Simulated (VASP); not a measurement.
# Mn2VSe4 (C2/m) in VASP: single point with PBE

Aim: the single point of Mn2VSe4 with PBE.

Everything below comes from runs of VASP 6.6.1. Logs are shortened: lines on timing, memory, paths and dates and some standing lists are left out, and cuts for length are marked.

**1. The cell of the first run**

It takes space group C2/m (No. 12, monoclinic). Conventional cell: a = 13.186 Å, b = 3.327 Å, c = 6.115 Å, α = 90.00°, β = 114.68°, γ = 90.00°. Se (site symmetry m) has 2 V at 2.47 Å and 3 Mn at 2.62 to 2.69 Å and 12 Se at 3.33 to 3.77 Å within 3.8 Å. Within 3.6 Å of Se (site symmetry m) lie 3 Mn at 2.45 to 2.46 Å and 1 V at 2.51 Å and 9 Se at 3.11 to 3.54 Å. Within 3.4 Å of V (site symmetry 2/m) lie 6 Se at 2.47 to 2.51 Å and 2 Mn at 3.11 Å and 2 V at 3.33 Å. Within 3.4 Å of Mn (site symmetry m) lie 6 Se at 2.45 to 2.69 Å and 4 Mn at 2.92 to 3.33 Å and 1 V at 3.11 Å.

**2. Single point, PBE**

INCAR

```
ALGO = Normal
EDIFF = 1E-6
ENCUT = 520
GGA = PE
ISIF = 2
ISMEAR = -1
LASPH = True
LCHARG = False
LREAL = False
LWAVE = False
NBANDS = 40
NELM = 60
PREC = Accurate
SIGMA = 0.1
```

KPOINTS

```
k-points
0
Gamma
  7 4 7
```

POSCAR

```
Mn2VSe4
1.0
    0.0000000000      3.3265470000      0.0000000000
    6.1154600000      0.0000000000      0.0000000000
   -2.7532110000      1.6632740000     -5.9905400000
Se V Mn
4 1 2
Direct
    0.3675000000      0.9726000000      0.2650000000
    0.6325000000      0.0274000000      0.7350000000
    0.8938000000      0.4493000000      0.2124000000
    0.1062000000      0.5507000000      0.7876000000
    0.0000000000      0.0000000000      0.0000000000
    0.2561000000      0.6904000000      0.4878000000
    0.7439000000      0.3096000000      0.5122000000
```

Potentials or basis: VASP PAW PBE potentials, release 64 (Se, V_sv, Mn_pv).

The run is started by

```bash
$ cat potpaw_PBE.64/Se/POTCAR potpaw_PBE.64/V_sv/POTCAR potpaw_PBE.64/Mn_pv/POTCAR > POTCAR
$ mpirun -np 1 vasp_std > vasp.out
```

OUTCAR:

```text
EDIFF = 1E-6
   ENCUT = 520
   GGA = PE
   ISIF = 2
   ISMEAR = -1
   LASPH = True
   LREAL = False
   NELM = 60
   PREC = Accurate

 ion  position               nearest neighbor table
   1  0.367  0.973  0.265-   5 2.47   5 2.47   7 2.62   7 2.62   6 2.69
   2  0.633  0.027  0.735-   5 2.47   5 2.47   6 2.62   6 2.62   7 2.69
   3  0.894  0.449  0.212-   6 2.45   6 2.45   7 2.46   5 2.51
   4  0.106  0.551  0.788-   7 2.45   7 2.45   6 2.46   5 2.51
   5  0.000  0.000  0.000-   2 2.47   1 2.47   2 2.47   1 2.47   4 2.51   3 2.51
   6  0.256  0.690  0.488-   3 2.45   3 2.45   4 2.46   2 2.62   2 2.62   1 2.69   7 2.92   7 2.92

   7  0.744  0.310  0.512-   4 2.45   4 2.45   3 2.46   1 2.62   1 2.62   2 2.69   6 2.92   6 2.92

  LATTYP: Found a base centered monoclinic cell.
 ALAT       =    13.1858621716
 B/A-ratio  =     0.2522813417
 C/A-ratio  =     0.4637891645
 COS(beta)  =    -0.4176004518

  Lattice vectors:

 A1 = (  -2.7532110000,  -1.6632730000,  -5.9905400000)
 A2 = (  -2.7532110000,   1.6632740000,  -5.9905400000)
 A3 = (   6.1154600000,   0.0000000000,   0.0000000000)

Analysis of symmetry for initial positions (statically):
=====================================================================
 Subroutine PRICEL returns:
 Original cell was already a primitive cell.

 Routine SETGRP: Setting up the symmetry group for a
 base centered monoclinic supercell.

 Subroutine GETGRP returns: Found  4 space group operations
 (whereof  4 operations were pure point group operations)
 out of a pool of  4 trial point group operations.

The static configuration has the point symmetry C_2h.

Analysis of symmetry for dynamics (positions and initial velocities):
=====================================================================
 Subroutine PRICEL returns:
 Original cell was already a primitive cell.

 Routine SETGRP: Setting up the symmetry group for a
 base centered monoclinic supercell.

 Subroutine GETGRP returns: Found  4 space group operations
 (whereof  4 operations were pure point group operations)
 out of a pool of  4 trial point group operations.

The dynamic configuration has the point symmetry C_2h.

 Subroutine INISYM returns: Found  4 space group operations
 (whereof  4 operations are pure point group operations),
 and found     1 'primitive' translations

----------------------------------------------------------------------------------------

                                     Primitive cell

  volume of cell :     121.8677
[... 104 lines left out ...]
   NFREE  =      0    steps in history (QN), initial steepest desc. (CG)
   ISIF   =      2    stress and relaxation
   ISYM   =      2    0-nonsym 1-usesym 2-fastsym
   POTIM  = 0.5000    time-step for ionic-motion
   TEBEG  =    0.0;   TEEND  =   0.0 temperature during run
   PSTRESS=    0.0 pullay stress
   NELECT =      63.0000    total number of electrons
   NUPDOWN=      -1.0000    fix difference up-down
   EMIN   =  10.00;   EMAX   =-10.00  energy-range for DOS
   EFERMI =   0.00;   METHOD = LEGACY
   ISMEAR =    -1;   SIGMA  =   0.10  broadening in eV -4-tet -1-fermi 0-gaus
   EFERMI_NEDOS =   21; number of points for ismear=-14 and -15
   IALGO  =     38    algorithm
   IMIX   =      4    mixing-type and parameters
     AMIX     =   0.40;   BMIX     =  1.00
     AMIX_MAG =   1.60;   BMIX_MAG =  1.00
  volume/ion in A,a.u.               =      17.41       117.49
  Fermi-wavevector in a.u.,A,eV,Ry     =   1.313889  2.482891 23.487805  1.726305
  Thomas-Fermi vector in A             =   2.444180
   LORBIT       =      0    0 simple, 1 ext, 2 COOP (PROOUT), +10 PAW based schemes
   GGA     = PE    functional components
   LHFCALC =     F    Hartree Fock is set to
   AEXX    =    0.0000 exact exchange contribution
   IVDW    =     0    specifies the selected vdW correction
   LEPSILON=     F    determine dielectric tensor
   LRPA    =     F    only Hartree local field effects (RPA)
 non-spin polarized calculation
  energy-cutoff  :      520.00
  volume of cell :      121.87
 maximum number of plane-waves:      3314
 NGX is ok and might be reduce to    28
   NGX = 13   NGY = 23   NGZ = 25

 number of electron      62.9999998 magnetization

 Free energy of the ion-electron system (eV)
  ---------------------------------------------------
  ext. energy  EPLUGINS =         0.00000000
  ---------------------------------------------------
  free energy    TOTEN  =       -43.16549905 eV

  energy without entropy =      -42.80964134  energy(sigma->0) =      -42.98757020

 E-fermi :   6.8175     XC(G=0): -11.1170

 val. band max:        6.8134444279   @ k =   0.4286   0.5000  -0.0000
 cond. band min:       6.8226252726   @ k =  -0.4286   0.5000   0.1429
 fundamental gap:      0.0091808447
 Fermi energy:         6.8174966543

 k-point     1 :       0.0000    0.0000    0.0000
  band No.  band energies     occupation
      1     -57.6603      2.00000
      2     -41.2778      2.00000
      3     -41.2743      2.00000
      4     -41.1932      2.00000
      5     -41.1728      2.00000
      6     -41.1347      2.00000
[... 1021 lines left out ...]
     39       8.7885      0.00000
     40       9.3916      0.00000

 [... further k-points ...]

------------------------ aborting loop because EDIFF is reached ----------------------------------------

  FORCE on cell =-STRESS in cart. coord.  units (eV):
  Direction    XX          YY          ZZ          XY          YZ          ZX
  --------------------------------------------------------------------------------------
  -------------------------------------------------------------------------------------
  Total       -2.7372276     -2.7072537     -6.9193676     -0.0000001      0.0000006      0.6612588
  in kB      -35.9859293    -35.5918671    -90.9679104     -0.0000007      0.0000076      8.6934722
  external PRESSURE =     -54.1819022 kB  Pullay stress =       0.0000000 kB

 VOLUME and BASIS-vectors are now :
 -----------------------------------------------------------------------------
  energy-cutoff  :      520.00
  volume of cell :      121.87
      direct lattice vectors                 reciprocal lattice vectors
     0.000000000  3.326547000  0.000000000     0.000000000  0.300612016  0.083464955
     6.115460000  0.000000000  0.000000000     0.163519997  0.000000000 -0.075152666
    -2.753211000  1.663274000 -5.990540000     0.000000000  0.000000000 -0.166929859

 POSITION                                       TOTAL-FORCE (eV/Angst)
 -----------------------------------------------------------------------------------
      5.21830      1.66327     -1.58749        -0.346888      0.000000     -1.193857
     -1.85605      3.32655     -4.40305         0.346888     -0.000000      1.193857
      2.16289      3.32655     -1.27239        -0.220006      0.000000     -1.317540
      1.19935      1.66327     -4.71815         0.220006     -0.000000      1.317540
      0.00000      0.00000      0.00000         0.000000      0.000000      0.000000
      2.87910      1.66327     -2.92219        -0.728094     -0.000000      0.017014
      0.48315      3.32655     -3.06835         0.728094      0.000000     -0.017014
 -----------------------------------------------------------------------------------
    total drift:                               -0.000000      0.000000     -0.000000

  FREE ENERGIE OF THE ION-ELECTRON SYSTEM (eV)
  ---------------------------------------------------
  free  energy   TOTEN  =       -43.1654990517 eV

  energy  without entropy=      -42.8096413393  energy(sigma->0) =      -42.98757020
```

OSZICAR:

```text
N       E                     dE             d eps       ncg     rms          rms(c)
DAV:   1     0.696711249955E+03    0.69671E+03   -0.32219E+04  5184   0.164E+03
DAV:   2     0.195406248744E+02   -0.67717E+03   -0.65135E+03  4968   0.471E+02
DAV:   3    -0.457316065904E+02   -0.65272E+02   -0.62057E+02  6360   0.135E+02
DAV:   4    -0.481613950548E+02   -0.24298E+01   -0.23918E+01  5528   0.236E+01
DAV:   5    -0.482019044973E+02   -0.40509E-01   -0.40441E-01  5592   0.358E+00    0.261E+01
DAV:   6    -0.627665438108E+02   -0.14565E+02   -0.11607E+02  5392   0.747E+01    0.507E+01
DAV:   7    -0.485396996055E+02    0.14227E+02   -0.69857E+01  5992   0.775E+01    0.336E+01
DAV:   8    -0.441953079018E+02    0.43444E+01   -0.45930E+01  6360   0.390E+01    0.119E+01
DAV:   9    -0.433217729753E+02    0.87353E+00   -0.25186E+00  5480   0.837E+00    0.443E+00
DAV:  10    -0.431684910053E+02    0.15328E+00   -0.49062E-01  6240   0.441E+00    0.135E+00
DAV:  11    -0.431649612929E+02    0.35297E-02   -0.30253E-02  5416   0.996E-01    0.608E-01
DAV:  12    -0.431655663514E+02   -0.60506E-03   -0.71970E-03  6288   0.533E-01    0.237E-01
DAV:  13    -0.431654594823E+02    0.10687E-03   -0.95527E-04  5264   0.211E-01    0.686E-02
DAV:  14    -0.431655069097E+02   -0.47427E-04   -0.14178E-04  6144   0.653E-02    0.445E-02
DAV:  15    -0.431654983596E+02    0.85502E-05   -0.59417E-05  6408   0.496E-02    0.204E-02
DAV:  16    -0.431654990517E+02   -0.69217E-06   -0.48152E-06  4824   0.141E-02
   1 F= -.43165499E+02 E0= -.42987570E+02  d E =-.355858E+00
```

stdout:

```text
POSCAR found type information on POSCAR SeV Mn
 POSCAR found :  3 types and       7 ions
 scaLAPACK will be used
 LDA part: xc-table for (Slater+PW92), standard interpolation
 POSCAR, INCAR and KPOINTS ok, starting setup
 FFT: planning ... GRIDC
 FFT: planning ... GRID_SOFT
 FFT: planning ... GRID
 WAVECAR not read
 entering main loop
```

It took 3.4 min on 1 thread of AMD EPYC 9R45 (Zen 5), shared host; peak memory 0.4 GiB.

Results:

| Quantity | Value |
| --- | --- |
| Free energy | -43.1655 eV |
| Pressure | -5.4 GPa |
| Largest force | 1.336 eV/Å |
| Band gap on the k mesh | zero (an odd number of electrons rules out a gap without spin polarisation) |

Forces on the atoms (eV/Å):
```
Se  -0.347  0.000 -1.194
Se   0.347  0.000  1.194
Se  -0.220  0.000 -1.318
Se   0.220  0.000  1.318
V    0.000  0.000  0.000
Mn  -0.728  0.000  0.017
Mn   0.728  0.000 -0.017
```

Stress tensor (GPa, compression positive):
```
-3.60  0.00  0.87
 0.00 -3.56  0.00
 0.87  0.00 -9.10
```

Levels at points of the mesh, in eV from the Fermi level:
```tsv
k point	band 27	band 28	band 29	band 30	band 31	band 32	band 33	band 34	band 35	band 36
(0.00, 0.00, 0.00)	-0.86	-0.82	-0.71	-0.60	-0.38	-0.16	0.25	0.32	0.39	1.31
(0.00, 0.50, 0.00)	-1.33	-0.91	-0.83	-0.52	-0.49	-0.14	0.20	0.54	0.62	1.23
```

Caveat: the cell stands under tension; the run has no spin polarisation, though such a crystal can be magnetic; semilocal functionals often make such compounds metallic where correlation or magnetic order opens a gap, which also shifts bond lengths; forces of over 1 eV/Å act on the atoms, so gaps and moduli don't describe the material at rest. Spin polarisation is off, so any magnetic state and its effect on volume and gap are missing.
